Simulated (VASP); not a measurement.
**Zr: single point with PBE**

The system is Zr.

```
CELL_PARAMETERS angstrom
3.32896 0.00000 0.00000
-1.66448 2.71502 0.00000
0.00000 0.00000 5.14700
ATOMIC_POSITIONS crystal
Zr 0.33333 0.66667 0.25000
Zr 0.66667 0.33333 0.75000
```

This cell differs from its parent crystal: strain +0.0300 x Voigt [1, -1, 0, 0, 0, 0].

```json
{
 "Program": "VASP 6.6.1",
 "Task": "single point",
 "Functional": "PBE",
 "Potentials or basis": "VASP PAW PBE potentials, release 64 (Zr_sv)",
 "Cutoff": "520 eV",
 "k mesh": "18 × 18 × 10",
 "Occupations": "gaussian, width 0.15 eV",
 "Spin": "no spin polarisation",
 "Dipole correction": "no",
 "Further INCAR settings": "ALGO = Fast; EDIFF = 1e-07; NBANDS = 19"
}
```

The pressure is 0.6 GPa. The largest force is 0.127 eV/Å and the band gap on the k mesh is zero (bands 12 and 13 overlap by 1.28 eV).

Forces on the atoms (eV/Å):
```
Zr   0.000 -0.127  0.000
Zr   0.000  0.127  0.000
```

Stress tensor (GPa, compression positive):
```
-2.04  0.00  0.00
 0.00  3.16  0.00
 0.00  0.00  0.54
```

Levels at points of the mesh, in eV from the Fermi level:
| k point | band 8 | band 9 | band 10 | band 11 | band 12 | band 13 | band 14 | band 15 | band 16 | band 17 |
| --- | --- | --- | --- | --- | --- | --- | --- | --- | --- | --- |
| (0.00, 0.00, 0.00) | -26.29 | -5.63 | -3.01 | 0.40 | 1.03 | 1.14 | 1.20 | 1.40 | 2.04 | 2.05 |
| (0.50, 0.00, 0.00) | -26.39 | -2.51 | -2.49 | -2.12 | -0.30 | 0.58 | 0.95 | 1.34 | 4.76 | 5.16 |
| (0.00, 0.50, 0.00) | -26.50 | -2.59 | -2.47 | -2.12 | 0.06 | 0.18 | 0.88 | 1.79 | 5.07 | 5.22 |
| (0.00, 0.00, 0.50) | -26.36 | -3.93 | -3.93 | 0.06 | 0.06 | 0.37 | 0.37 | 1.24 | 1.24 | 3.83 |
| (0.50, 0.00, 0.50) | -26.51 | -2.86 | -2.86 | -1.05 | -1.05 | 1.54 | 1.54 | 2.41 | 2.41 | 4.90 |
| (0.00, 0.50, 0.50) | -26.57 | -2.82 | -2.82 | -1.01 | -1.01 | 1.90 | 1.90 | 1.91 | 1.91 | 5.29 |

Run time: 14 min on 1 thread of Intel(R) Xeon(R) Platinum 8488C (Sapphire Rapids), with other jobs on the host, peak memory 0.47 GiB.

Caveat: the cell differs from its parent crystal (strain +0.0300 x Voigt [1, -1, 0, 0, 0, 0]).
